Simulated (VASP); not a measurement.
# Tm2I3 (Pm-3m) in VASP: a series of runs

The runs below take Tm2I3 through single point, relaxation of cell and atoms, with PBE.

Everything below comes from runs of VASP 6.6.1. Logs are shortened: lines on timing, memory, paths and dates and some standing lists are left out, and cuts for length are marked.

## (1) The cell of the first run

It takes space group Pm-3m (No. 221, cubic). The conventional cell has a = 5.697 Å, b = 5.697 Å, c = 5.697 Å, α = 90.00°, β = 90.00°, γ = 90.00°. Tm (site symmetry m-3m) has 12 I at 4.03 Å and 8 Tm at 4.93 Å within 5.3 Å. Within 3.8 Å of Tm (site symmetry m-3m) lie 6 I at 2.85 Å. I (site symmetry 4/mmm) has 2 Tm at 2.85 Å within 3.8 Å.

The cell was generated, and may not be a known phase.

## (2) Single point, PBE

INCAR

```
SYSTEM = Tm2I3
PREC     = Accurate       ! precision mode
ENCUT    = 500            ! plane-wave cutoff, eV
EDIFF    = 1E-6           ! SCF threshold, eV
ISMEAR   = 0              ! smearing method
SIGMA    = 0.1            ! smearing width, eV
LREAL    = .FALSE.        ! projectors in reciprocal space
LASPH    = .TRUE.         ! aspherical terms in the spheres
NELM     = 200            ! most SCF steps
ALGO     = Normal         ! electronic algorithm
ISIF     = 2              ! what is computed and relaxed
LWAVE    = .FALSE.        ! write WAVECAR
LCHARG   = .TRUE.         ! write CHGCAR
GGA      = PE             ! functional
LELF     = .TRUE.         ! ELF
LVHAR    = .TRUE.       
NBANDS   = 28             ! bands
GGA_COMPAT= .FALSE.      
LMAXMIX  = 6              ! l up to which the mixer works
```

KPOINTS

```
regular mesh
0
G
  4 4 4
  0 0 0
```

POSCAR

```
Tm2I3
1.0
    5.6968726300      0.0000000000      0.0000000000
    0.0000000000      5.6968726300      0.0000000000
    0.0000000000      0.0000000000      5.6968726300
Tm I
2 3
Direct
    0.5000000000      0.5000000000      0.5000000000
    0.0000000000      0.0000000000      0.0000000000
    0.5000000000      0.0000000000      0.0000000000
    0.0000000000      0.5000000000      0.0000000000
    0.0000000000      0.0000000000      0.5000000000
```

Potentials or basis: VASP PAW PBE potentials, release 64 (Tm_3, I), 4f in core.

Command:

```sh
$ cat potpaw_PBE.64/Tm_3/POTCAR potpaw_PBE.64/I/POTCAR > POTCAR
$ mpirun -np 1 vasp_std > vasp.out
```

OUTCAR:

```text
SYSTEM = Tm2I3
   PREC = Accurate
   ENCUT = 500
   EDIFF = 1E-6
   ISMEAR = 0
   LREAL = .FALSE.
   LASPH = .TRUE.
   NELM = 200
   ISIF = 2
   GGA = PE

 ion  position               nearest neighbor table
   1  0.500  0.500  0.500-
   2  0.000  0.000  0.000-   3 2.85   4 2.85   5 2.85   5 2.85   4 2.85   3 2.85
   3  0.500  0.000  0.000-   2 2.85   2 2.85
   4  0.000  0.500  0.000-   2 2.85   2 2.85
   5  0.000  0.000  0.500-   2 2.85   2 2.85

  LATTYP: Found a simple cubic cell.
 ALAT       =     5.6968726300

  Lattice vectors:

 A1 = (   5.6968726300,   0.0000000000,   0.0000000000)
 A2 = (   0.0000000000,   5.6968726300,   0.0000000000)
 A3 = (   0.0000000000,   0.0000000000,   5.6968726300)

Analysis of symmetry for initial positions (statically):
=====================================================================
 Subroutine PRICEL returns:
 Original cell was already a primitive cell.

 Routine SETGRP: Setting up the symmetry group for a
 simple cubic supercell.

 Subroutine GETGRP returns: Found 48 space group operations
 (whereof 48 operations were pure point group operations)
 out of a pool of 48 trial point group operations.

The static configuration has the point symmetry O_h .

Analysis of symmetry for dynamics (positions and initial velocities):
=====================================================================
 Subroutine PRICEL returns:
 Original cell was already a primitive cell.

 Routine SETGRP: Setting up the symmetry group for a
 simple cubic supercell.

 Subroutine GETGRP returns: Found 48 space group operations
 (whereof 48 operations were pure point group operations)
 out of a pool of 48 trial point group operations.

The dynamic configuration has the point symmetry O_h .

 Subroutine INISYM returns: Found 48 space group operations
 (whereof 48 operations are pure point group operations),
 and found     1 'primitive' translations

----------------------------------------------------------------------------------------

                                     Primitive cell

  volume of cell :     184.8883

  direct lattice vectors                    reciprocal lattice vectors
     5.696872630  0.000000000  0.000000000     0.175534906  0.000000000  0.000000000
     0.000000000  5.696872630  0.000000000     0.000000000  0.175534906  0.000000000
     0.000000000  0.000000000  5.696872630     0.000000000  0.000000000  0.175534906
[... 75 lines left out ...]
   EDIFF  = 0.1E-05   stopping-criterion for ELM
   LREAL  =      F    real-space projection
   EDIFFG = 0.1E-04   stopping-criterion for IOM
   NSW    =      0    number of steps for IOM
   IBRION =     -1    ionic relax: 0-MD 1-quasi-New 2-CG
   NFREE  =      0    steps in history (QN), initial steepest desc. (CG)
   ISIF   =      2    stress and relaxation
   ISYM   =      2    0-nonsym 1-usesym 2-fastsym
   POTIM  = 0.5000    time-step for ionic-motion
   TEBEG  =    0.0;   TEEND  =   0.0 temperature during run
   PSTRESS=    0.0 pullay stress
   NELECT =      39.0000    total number of electrons
   NUPDOWN=      -1.0000    fix difference up-down
   EMIN   =  10.00;   EMAX   =-10.00  energy-range for DOS
   EFERMI =   0.00;   METHOD = LEGACY
   ISMEAR =     0;   SIGMA  =   0.10  broadening in eV -4-tet -1-fermi 0-gaus
   EFERMI_NEDOS =   21; number of points for ismear=-14 and -15
   IALGO  =     38    algorithm
   IMIX   =      4    mixing-type and parameters
     AMIX     =   0.40;   BMIX     =  1.00
     AMIX_MAG =   1.60;   BMIX_MAG =  1.00
  volume/ion in A,a.u.               =      36.98       249.54
  Fermi-wavevector in a.u.,A,eV,Ry     =   0.974525  1.841586 12.921451  0.949700
  Thomas-Fermi vector in A             =   2.104992
   LORBIT       =      0    0 simple, 1 ext, 2 COOP (PROOUT), +10 PAW based schemes
   GGA     = PE    functional components
   LHFCALC =     F    Hartree Fock is set to
   AEXX    =    0.0000 exact exchange contribution
   IVDW    =     0    specifies the selected vdW correction
   LEPSILON=     F    determine dielectric tensor
   LRPA    =     F    only Hartree local field effects (RPA)
 non-spin polarized calculation
 Gauss-broadening in eV      SIGMA  =   0.10
  energy-cutoff  :      500.00
  volume of cell :      184.89
 maximum number of plane-waves:      4713
 NGX is ok and might be reduce to    42
   NGX = 21   NGY = 21   NGZ = 21

 number of electron      39.0000013 magnetization

 Free energy of the ion-electron system (eV)
  ---------------------------------------------------
  ext. energy  EPLUGINS =         0.00000000
  ---------------------------------------------------
  free energy    TOTEN  =       -15.16968750 eV

  energy without entropy =      -15.13404642  energy(sigma->0) =      -15.15186696

 E-fermi :   5.2537     XC(G=0):  -8.7572

 val. band max:        5.2295660584   @ k =   0.2500   0.2500   0.0000
 cond. band min:       5.2643407927   @ k =   0.2500   0.2500   0.0000
 fundamental gap:      0.0347747343
 Fermi energy:         5.2536715345

 k-point     1 :       0.0000    0.0000    0.0000
  band No.  band energies     occupation
      1     -22.9741      2.00000
      2     -22.9741      2.00000
      3     -22.9741      2.00000
      4     -21.8464      2.00000
      5     -21.8464      2.00000
      6     -21.8464      2.00000
[... 299 lines left out ...]
     27       7.1606      0.00000
     28       8.9571      0.00000

------------------------ aborting loop because EDIFF is reached ----------------------------------------

  FORCE on cell =-STRESS in cart. coord.  units (eV):
  Direction    XX          YY          ZZ          XY          YZ          ZX
  --------------------------------------------------------------------------------------
  -------------------------------------------------------------------------------------
  Total        4.6218883      4.6218883      4.6218883     -0.0000000     -0.0000000      0.0000000
  in kB       40.0516578     40.0516578     40.0516578     -0.0000000     -0.0000000      0.0000000
  external PRESSURE =      40.0516578 kB  Pullay stress =       0.0000000 kB

 VOLUME and BASIS-vectors are now :
 -----------------------------------------------------------------------------
  energy-cutoff  :      500.00
  volume of cell :      184.89
      direct lattice vectors                 reciprocal lattice vectors
     5.696872630  0.000000000  0.000000000     0.175534906  0.000000000  0.000000000
     0.000000000  5.696872630  0.000000000     0.000000000  0.175534906  0.000000000
     0.000000000  0.000000000  5.696872630     0.000000000  0.000000000  0.175534906

 POSITION                                       TOTAL-FORCE (eV/Angst)
 -----------------------------------------------------------------------------------
      2.84844      2.84844      2.84844         0.000000      0.000000      0.000000
      0.00000      0.00000      0.00000         0.000000      0.000000      0.000000
      2.84844      0.00000      0.00000         0.000000      0.000000      0.000000
      0.00000      2.84844      0.00000         0.000000      0.000000      0.000000
      0.00000      0.00000      2.84844         0.000000      0.000000      0.000000
 -----------------------------------------------------------------------------------
    total drift:                                0.000000      0.000000     -0.000000

  FREE ENERGIE OF THE ION-ELECTRON SYSTEM (eV)
  ---------------------------------------------------
  free  energy   TOTEN  =       -15.1696875041 eV

  energy  without entropy=      -15.1340464238  energy(sigma->0) =      -15.15186696
```

OSZICAR:

```text
N       E                     dE             d eps       ncg     rms          rms(c)
DAV:   1     0.307676087350E+03    0.30768E+03   -0.14839E+04   576   0.116E+03
DAV:   2     0.355687577165E+02   -0.27211E+03   -0.26260E+03   616   0.385E+02
DAV:   3    -0.123894718120E+02   -0.47958E+02   -0.46351E+02   856   0.101E+02
DAV:   4    -0.155995732906E+02   -0.32101E+01   -0.31736E+01   888   0.291E+01
DAV:   5    -0.156814708938E+02   -0.81898E-01   -0.81187E-01   888   0.434E+00    0.249E+01
DAV:   6    -0.151948604294E+02    0.48661E+00   -0.14952E+00   844   0.391E+00    0.145E+01
DAV:   7    -0.151709258534E+02    0.23935E-01   -0.28671E-01   852   0.306E+00    0.470E+00
DAV:   8    -0.151716436712E+02   -0.71782E-03   -0.30929E-02   800   0.844E-01    0.441E-01
DAV:   9    -0.151696598032E+02    0.19839E-02   -0.12415E-02   856   0.552E-01    0.219E-01
DAV:  10    -0.151696894209E+02   -0.29618E-04   -0.75467E-04   784   0.145E-01    0.943E-02
DAV:  11    -0.151696823206E+02    0.71003E-05   -0.10612E-04   896   0.505E-02    0.361E-02
DAV:  12    -0.151696875486E+02   -0.52280E-05   -0.12339E-05   728   0.203E-02    0.750E-03
DAV:  13    -0.151696875041E+02    0.44511E-07   -0.12355E-06   568   0.735E-03
   1 F= -.15169688E+02 E0= -.15151867E+02  d E =-.356411E-01
```

Run time: 33 s. Hardware: 1 thread of Intel Xeon 6975P-C (Granite Rapids), shared host; peak memory 0.26 GiB.

What came out:

```
Free energy            : -15.1697 eV
Pressure               : 4.0 GPa
Band gap on the k mesh : zero (an odd number of electrons rules out a gap without spin polarisation)
```

Levels at points of the mesh, in eV from the Fermi level:
```
           k point  band 16  band 17  band 18  band 19  band 20  band 21  band 22  band 23
(0.00, 0.00, 0.00)    -3.53    -3.53    -3.53    -2.05    -0.82    -0.82    -0.82    -0.18
(0.50, 0.00, 0.00)    -4.43    -3.74    -3.74    -0.46    -0.21     0.32     0.77     0.82
(0.50, 0.50, 0.00)    -4.67    -4.67    -3.13    -0.56     0.51     0.57     1.09     1.12
(0.50, 0.50, 0.50)    -3.07    -3.07    -3.07    -1.89     0.28     0.28     0.28     0.81
```

Caveat: the cell stands under pressure; spin-orbit coupling is left out, which moves the levels of the heavy elements; the 4f electrons are frozen in the core, so they carry no moment and show no levels; an odd number of electrons without spin polarisation forces a metal; a magnetic or distorted state may lie lower; the run has no spin polarisation, though such a crystal can be magnetic. Spin polarisation is off, so any magnetic state and its effect on volume and gap are missing.

(Part 1 of 3 ends here.)

The gap in the log of VASP goes by the Fermi energy; the results here count the filled bands.